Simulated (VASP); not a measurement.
# SnO (P4/nmm) in VASP: notebook, part 3 of 3

VASP 6.6.1.

### 6 Single point, LDA

This run uses another cell than the first one, of 17.48 Å³/atom, 1.064 times its volume.

The input, INCAR:

```
SYSTEM = SnO
ALGO = Normal
EDIFF = 1E-6
ENCUT = 520
GGA = CA
ISIF = 2
ISMEAR = -1
LASPH = .True.
LCHARG = .False.
LREAL = .False.
LWAVE = .False.
NBANDS = 28
NELM = 80
PREC = Accurate
SIGMA = 0.02
```

The input, KPOINTS:

```
k-points
0
Gamma
  6 6 5
  0 0 0
```

The input, POSCAR:

```
SnO
1.0
    3.8020000000      0.0000000000      0.0000000000
    0.0000000000      3.8020000000      0.0000000000
    0.0000000000      0.0000000000      4.8360000000
Sn O
2 2
Direct
    0.0000000000      0.5000000000      0.2385000000
    0.5000000000      0.0000000000      0.7615000000
    0.0000000000      0.0000000000      0.0000000000
    0.5000000000      0.5000000000      0.0000000000
```

Potentials or basis: VASP PAW LDA potentials, release 64 (Sn_d, O).

The run is started by

```console
> cat potpaw_LDA.64/Sn_d/POTCAR potpaw_LDA.64/O/POTCAR > POTCAR
> mpirun -np 1 vasp_std > vasp.out
```

OUTCAR:

```text
SYSTEM = SnO
   EDIFF = 1E-6
   ENCUT = 520
   GGA = CA
   ISIF = 2
   ISMEAR = -1
   LASPH = .True.
   LREAL = .False.
   NELM = 80
   PREC = Accurate

 ion  position               nearest neighbor table
   1  0.000  0.500  0.239-   3 2.22   4 2.22   3 2.22   4 2.22   2 3.54   2 3.54   2 3.54   2 3.54
                             2 3.69   2 3.69   2 3.69   2 3.69
   2  0.500  0.000  0.761-   3 2.22   4 2.22   4 2.22   3 2.22   1 3.54   1 3.54   1 3.54   1 3.54
                             1 3.69   1 3.69   1 3.69   1 3.69
   3  0.000  0.000  0.000-   1 2.22   2 2.22   1 2.22   2 2.22
   4  0.500  0.500  0.000-   1 2.22   2 2.22   2 2.22   1 2.22

  LATTYP: Found a simple tetragonal cell.
 ALAT       =     3.8020000000
 C/A-ratio  =     1.2719621252

  Lattice vectors:

 A1 = (   3.8020000000,   0.0000000000,   0.0000000000)
 A2 = (   0.0000000000,   3.8020000000,   0.0000000000)
 A3 = (   0.0000000000,   0.0000000000,   4.8360000000)

Analysis of symmetry for initial positions (statically):
=====================================================================
 Subroutine PRICEL returns:
 Original cell was already a primitive cell.

 Routine SETGRP: Setting up the symmetry group for a
 simple tetragonal supercell.

 Subroutine GETGRP returns: Found 16 space group operations
 (whereof  8 operations were pure point group operations)
 out of a pool of 16 trial point group operations.

The static configuration has the point symmetry D_2d.
 The point group associated with its full space group is D_4h.

Analysis of symmetry for dynamics (positions and initial velocities):
=====================================================================
 Subroutine PRICEL returns:
 Original cell was already a primitive cell.

 Routine SETGRP: Setting up the symmetry group for a
 simple tetragonal supercell.

 Subroutine GETGRP returns: Found 16 space group operations
 (whereof  8 operations were pure point group operations)
 out of a pool of 16 trial point group operations.

The dynamic configuration has the point symmetry D_2d.
 The point group associated with its full space group is D_4h.

[... 123 lines left out ...]
  volume/ion in A,a.u.               =      17.48       117.94
  Fermi-wavevector in a.u.,A,eV,Ry     =   1.359121  2.568365 25.132801  1.847209
  Thomas-Fermi vector in A             =   2.485896
   LORBIT       =      0    0 simple, 1 ext, 2 COOP (PROOUT), +10 PAW based schemes
   GGA     = CA    functional components
   LHFCALC =     F    Hartree Fock is set to
   AEXX    =    0.0000 exact exchange contribution
   IVDW    =     0    specifies the selected vdW correction
   LEPSILON=     F    determine dielectric tensor
   LRPA    =     F    only Hartree local field effects (RPA)
 non-spin polarized calculation
  energy-cutoff  :      520.00
  volume of cell :       69.91
 maximum number of plane-waves:      1898
   NGX = 15   NGY = 15   NGZ = 17

 number of electron      39.9999990 magnetization

 Free energy of the ion-electron system (eV)
  ---------------------------------------------------
  ext. energy  EPLUGINS =         0.00000000
  ---------------------------------------------------
  free energy    TOTEN  =       -25.70906138 eV

  energy without entropy =      -25.70881653  energy(sigma->0) =      -25.70893896

 E-fermi :   6.8838     XC(G=0): -10.6784

 val. band max:        6.8450292785   @ k =   0.0000   0.0000   0.0000
 cond. band min:       6.9332387500   @ k =   0.5000   0.5000   0.0000
 fundamental gap:      0.0882094715
 Fermi energy:         6.8837866606

 k-point     1 :       0.0000    0.0000    0.0000
  band No.  band energies     occupation
      1     -14.9958      2.00000
      2     -14.5736      2.00000
      3     -14.5736      2.00000
      4     -14.5687      2.00000
      5     -14.5185      2.00000
      6     -14.5160      2.00000
[... 733 lines left out ...]
     27      15.9010      0.00000
     28      15.9010      0.00000

 [... further k-points ...]

------------------------ aborting loop because EDIFF is reached ----------------------------------------

  FORCE on cell =-STRESS in cart. coord.  units (eV):
  Direction    XX          YY          ZZ          XY          YZ          ZX
  --------------------------------------------------------------------------------------
  -------------------------------------------------------------------------------------
  Total       -1.1322164     -1.1322164     -1.0586260      0.0000000      0.0000000      0.0000000
  in kB      -25.9495303    -25.9495303    -24.2628957      0.0000000      0.0000000      0.0000000
  external PRESSURE =     -25.3873187 kB  Pullay stress =       0.0000000 kB

 VOLUME and BASIS-vectors are now :
 -----------------------------------------------------------------------------
  energy-cutoff  :      520.00
  volume of cell :       69.91
      direct lattice vectors                 reciprocal lattice vectors
     3.802000000  0.000000000  0.000000000     0.263019463  0.000000000  0.000000000
     0.000000000  3.802000000  0.000000000     0.000000000  0.263019463  0.000000000
     0.000000000  0.000000000  4.836000000     0.000000000  0.000000000  0.206782465

 POSITION                                       TOTAL-FORCE (eV/Angst)
 -----------------------------------------------------------------------------------
      0.00000      1.90100      1.15339         0.000000      0.000000     -0.150722
      1.90100      0.00000      3.68261        -0.000000      0.000000      0.150722
      0.00000      0.00000      0.00000         0.000000     -0.000000      0.000000
      1.90100      1.90100      0.00000         0.000000      0.000000      0.000000
 -----------------------------------------------------------------------------------
    total drift:                                0.000000      0.000000      0.000000

  FREE ENERGIE OF THE ION-ELECTRON SYSTEM (eV)
  ---------------------------------------------------
  free  energy   TOTEN  =       -25.7090613781 eV

  energy  without entropy=      -25.7088165338  energy(sigma->0) =      -25.70893896
```

OSZICAR:

```text
N       E                     dE             d eps       ncg     rms          rms(c)
DAV:   1     0.415864379206E+03    0.41586E+03   -0.19870E+04  1712   0.220E+03
DAV:   2     0.326890437057E+02   -0.38318E+03   -0.36795E+03  1736   0.526E+02
DAV:   3    -0.264322052695E+02   -0.59121E+02   -0.57944E+02  1920   0.180E+02
DAV:   4    -0.292517890224E+02   -0.28196E+01   -0.28051E+01  1908   0.414E+01
DAV:   5    -0.293194815411E+02   -0.67693E-01   -0.67682E-01  1860   0.696E+00    0.114E+01
DAV:   6    -0.258339760643E+02    0.34855E+01   -0.16135E+01  2712   0.454E+01    0.511E+00
DAV:   7    -0.257640834456E+02    0.69893E-01   -0.20007E+00  1968   0.869E+00    0.242E+00
DAV:   8    -0.257218871681E+02    0.42196E-01   -0.31761E-01  2020   0.363E+00    0.765E-01
DAV:   9    -0.257086991640E+02    0.13188E-01   -0.39499E-02  2736   0.211E+00    0.214E-01
DAV:  10    -0.257094131659E+02   -0.71400E-03   -0.60815E-03  2424   0.691E-01    0.135E-01
DAV:  11    -0.257090440481E+02    0.36912E-03   -0.14251E-03  2568   0.355E-01    0.181E-02
DAV:  12    -0.257090648659E+02   -0.20818E-04   -0.21694E-04  1720   0.809E-02    0.235E-02
DAV:  13    -0.257090617246E+02    0.31413E-05   -0.11269E-05  2280   0.303E-02    0.627E-03
DAV:  14    -0.257090613781E+02    0.34645E-06   -0.14410E-06   968   0.844E-03
   1 F= -.25709061E+02 E0= -.25708939E+02  d E =-.244844E-03
```

It took 40 s on 1 thread of Intel Xeon 6975P-C, shared host; peak memory 0.18 GiB.

Results:

```
Free energy            : -25.7091 eV
Pressure               : -2.5 GPa
Largest force          : 0.151 eV/Å
Band gap on the k mesh : 0.09 eV, indirect (least direct gap 1.96 eV)
```

Forces on the atoms (eV/Å):
```
Sn   0.000  0.000 -0.151
Sn   0.000  0.000  0.151
O    0.000  0.000  0.000
O    0.000  0.000  0.000
```

Stress tensor (GPa, compression positive):
```
-2.59  0.00  0.00
 0.00 -2.59  0.00
 0.00  0.00 -2.43
```

Caveat: spin-orbit coupling is left out, which moves the levels of the heavy elements. A k mesh can miss the band edges.

### 7 Overview

```tsv
cell	gap on the mesh (eV)	pressure (GPa)	largest force (eV/Å)
a = 3.724, b = 3.724, c = 4.737 Å, 4 atoms	none	3.9	0.82
a = 3.776, b = 3.776, c = 4.804 Å, 4 atoms	0.02	-0.6	0.15
a = 3.815, b = 3.815, c = 4.852 Å, 4 atoms	0.12	-3.4	0.29
a = 3.852, b = 3.852, c = 4.900 Å, 4 atoms	0.22	-5.9	0.66
a = 3.802, b = 3.802, c = 4.836 Å, 4 atoms	0.09	-2.5	0.15
```

Alike in all rows: task single point; level LDA; potentials or basis VASP PAW LDA potentials, release 64 (Sn_d, O); no spin polarisation; k mesh 6 × 6 × 5; cutoff (eV) 520; smearing fermi-dirac 0.02 eV.

Caveats: spin-orbit coupling is left out, which moves the levels of the heavy elements.

Total energies depend on the potentials used, so only differences within one code and one set of settings carry meaning.
